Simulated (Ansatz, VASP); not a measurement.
## Two plane-wave programs on TaNb3F2

```xyz
6
Lattice="5.5283 0.0000 0.0000 -2.7641 4.7876 0.0000 0.0000 0.0000 3.4934" Properties=species:S:1:pos:R:3 pbc="T T T"
Ta    0.0000    0.0000    0.0000
Nb    2.7641    0.0000    1.7467
Nb    1.3821    2.3938    1.7467
Nb   -1.3821    2.3938    1.7467
F     0.0000    3.1917    0.0000
F     2.7641    1.5959    0.0000
```

Change from the starting cell: species swapped into the HfCo3B2 type (P6/mmm, No. 191).

Alike in both runs: functional PBE; k mesh 12 × 12 × 10; occupations gaussian, width 0.1 eV; no spin polarisation.

Ansatz relaxed the structure, and its values are those at the end. VASP's run is a single point on that final structure, the one shown.

|  | VASP | Ansatz |
| --- | --- | --- |
| version | VASP 6.6.1 | Ansatz 0.2.0 |
| potentials or method | VASP PAW PBE potentials, release 64 (Ta_pv, Nb_sv, F), cutoff 520 eV | scalar-relativistic, plane waves, PAW |
| valence electrons in the cell | 64 | 66 |

|  | VASP | Ansatz | Ansatz less VASP |
| --- | --- | --- | --- |
| gap on the k mesh at the Fermi level (eV) | none | none | - |
| pressure (GPa) | -0.3 | 0.0 | +0.25 |

A gap of «none» marks a metal or a gap that the smearing closes. VASP's potentials hold 64 valence electrons a cell and Ansatz's 66, so a difference there can come from the potentials and not from the codes.

Spin-orbit coupling is off throughout.
